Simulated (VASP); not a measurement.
Crystal: Al.

```xyz
2
Lattice="-2.5179 2.5179 1.3748 2.5179 -2.5179 1.3748 2.5179 2.5179 -1.3748" Properties=species:S:1:pos:R:3 pbc="T T T"
Al    0.0000    0.0000    0.0000
Al    0.0000    2.5179    0.6874
```

- Program: VASP 6.6.1
- Task: relaxation of cell and atoms
- Functional: PBEsol
- Potentials or basis: VASP PAW PBE potentials, release 64 (Al)
- Cutoff: 500 eV
- k mesh: 13 × 13 × 9
- Occupations: fermi-dirac, width 0.1 eV
- Spin: no spin polarisation

At the start: pressure 6.0 GPa; volume 17.43 Å³/atom.

Where does the relaxation end?

Over 39 steps the energy falls by 244.9 meV/atom and the volume is 17.33 Å³/atom (-0.6 %); space group I4_1/amd (No. 141, to 0.1 Å) before, Cmcm (No. 63, to 0.1 Å).

Step by step:
| step | energy change (eV) | largest force (eV/Å) | pressure (GPa) | volume (Å³) |
| --- | --- | --- | --- | --- |
| 1 | 0.0000 | 0.0055 | 6.04 | 34.86 |
| 2 | -0.0678 | 0.0279 | -1.15 | 38.27 |
| 3 | -0.0686 | 0.0264 | -0.51 | 37.89 |
| 4 | -0.0725 | 0.0427 | -0.17 | 37.67 |
| 5 | -0.0734 | 0.0544 | 0.12 | 37.51 |
| 6 | -0.0753 | 0.0686 | 0.07 | 37.53 |
| 7 | -0.0828 | 0.1107 | -0.10 | 37.59 |
| 8 | -0.1117 | 0.1833 | -0.48 | 37.66 |
| 9 | -0.1904 | 0.1734 | -1.15 | 37.60 |
| 10 | -0.2035 | 0.4611 | 0.56 | 36.74 |
| 11 | -0.2356 | 0.0260 | -1.08 | 37.32 |
| 12 | -0.2373 | 0.0847 | -0.99 | 37.25 |
| 13 | -0.2383 | 0.1092 | -0.89 | 37.18 |
| 14 | -0.2388 | 0.1363 | -0.76 | 37.10 |
| 15 | -0.2405 | 0.1310 | -0.63 | 37.02 |
| 16 | -0.2453 | 0.1142 | -0.23 | 36.77 |
| 17 | -0.2540 | 0.0736 | 0.64 | 36.27 |
| 18 | -0.2664 | 0.0470 | 2.56 | 35.27 |
| 19 | -0.2438 | 0.5065 | 7.48 | 33.25 |
| 20 | -0.2678 | 0.1052 | 3.28 | 34.93 |
| 21 | -0.2689 | 0.1129 | 3.33 | 34.90 |
| 22 | -0.2723 | 0.1365 | 3.46 | 34.83 |
| 23 | -0.2789 | 0.1865 | 3.73 | 34.68 |
| 24 | -0.2912 | 0.3016 | 4.29 | 34.36 |
| 25 | -0.3009 | 0.6022 | 5.61 | 33.71 |
| 26 | -0.3213 | 0.6358 | 4.99 | 33.82 |
| 27 | -0.3685 | 0.7240 | 3.31 | 34.11 |
| 28 | -0.4038 | 0.8483 | 1.20 | 34.44 |
| 29 | -0.4324 | 0.6230 | 0.48 | 34.63 |
| 30 | -0.4723 | 0.0757 | -1.02 | 35.19 |
| 31 | -0.4737 | 0.0124 | -1.21 | 35.29 |
| 32 | -0.4796 | 0.0382 | -0.56 | 34.98 |
| 33 | -0.4846 | 0.0898 | 0.62 | 34.43 |
| 34 | -0.4848 | 0.1035 | 0.91 | 34.31 |
| 35 | -0.4880 | 0.0710 | 0.49 | 34.48 |
| 36 | -0.4896 | 0.0211 | -0.13 | 34.75 |
| 37 | -0.4896 | 0.0242 | -0.09 | 34.73 |
| 38 | -0.4897 | 0.0092 | -0.01 | 34.69 |
| 39 | -0.4897 | 0.0023 | 0.05 | 34.66 |

Final structure:
```cif
data_structure
_symmetry_space_group_name_H-M 'P 1'
_symmetry_Int_Tables_number 1
_cell_length_a 4.5773
_cell_length_b 4.5773
_cell_length_c 3.9682
_cell_angle_alpha 102.172
_cell_angle_beta 102.172
_cell_angle_gamma 144.619
_cell_volume 34.66
loop_
_atom_site_label
_atom_site_type_symbol
_atom_site_fract_x
_atom_site_fract_y
_atom_site_fract_z
_atom_site_occupancy
Al1 Al 0.98968 0.01032 0.00000 1
Al2 Al 0.76032 0.23968 0.50000 1
```

Caveat: a cell axis changed by over 15 % at a fixed basis, so the end point is rough; the PAW data sets were made with another functional, which shifts forces and pressure a little.
